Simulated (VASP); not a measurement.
Input of a VASP 6.6.1 run:

INCAR

```
ALGO = Normal
EDIFF = 1E-7
ENCUT = 520
GGA = PE
ISIF = 2
ISMEAR = 0
IVDW = 12
LASPH = True
LCHARG = False
LREAL = Auto
LWAVE = False
NBANDS = 108
NELM = 60
PREC = Accurate
SIGMA = 0.15
```

File KPOINTS:

```
k-points
0
Gamma
  3 2 1
```

File POSCAR:

```
NaCa18
1.0
    7.8913120000      0.0000000000      0.0000000000
    5.9184840000     10.2511150000      0.0000000000
    0.0000000000      0.0000000000     18.4432290000
Ca Na
18 1
Direct
    0.1666666504      0.1111111328      0.0542203862
    0.6666666504      0.1111111328      0.0542203862
    0.1666666748      0.4444444336      0.0542203862
    0.6666666748      0.4444444336      0.0542203862
    0.1666666260      0.7777778320      0.0542203862
    0.6666666260      0.7777778320      0.0542203862
   -0.1655349911      0.2211664780      0.2190987272
    0.3319849690      0.2222028531      0.2166409689
   -0.1674969525      0.5540844094      0.2203905292
    0.3305593473      0.5559021628      0.2174850185
   -0.1699217175      0.8901578999      0.2182460566
    0.3288669906      0.8891807379      0.2188917136
   -0.0167148610      0.0044508329      0.3883040763
    0.4945478270      0.0017193252      0.3801321341
    0.0048041999      0.3293332481      0.3891009541
    0.4968837181      0.3326866395      0.3793566734
   -0.0049836792      0.6683964622      0.3839933886
    0.4956479269      0.6666116808      0.3826616261
    0.5648318070      0.1463351060      0.5435092738
```

Potentials or basis: VASP PAW PBE potentials, release 64 (Ca_sv, Na_pv).

Command:

```bash
$ cat potpaw_PBE.64/Ca_sv/POTCAR potpaw_PBE.64/Na_pv/POTCAR > POTCAR
$ mpirun -np 1 vasp_std > vasp.out
```

(1) Estimate the band gap on the k mesh.

(2) What does it give for the largest force?

(3) Predict the dispersion energy per atom.

## Answers

(1) zero (an odd number of electrons rules out a gap without spin polarisation).

(2) 0.054 eV/Å.

(3) -0.170 eV.

Caveat: there is no dipole correction, which matters where the two faces differ.
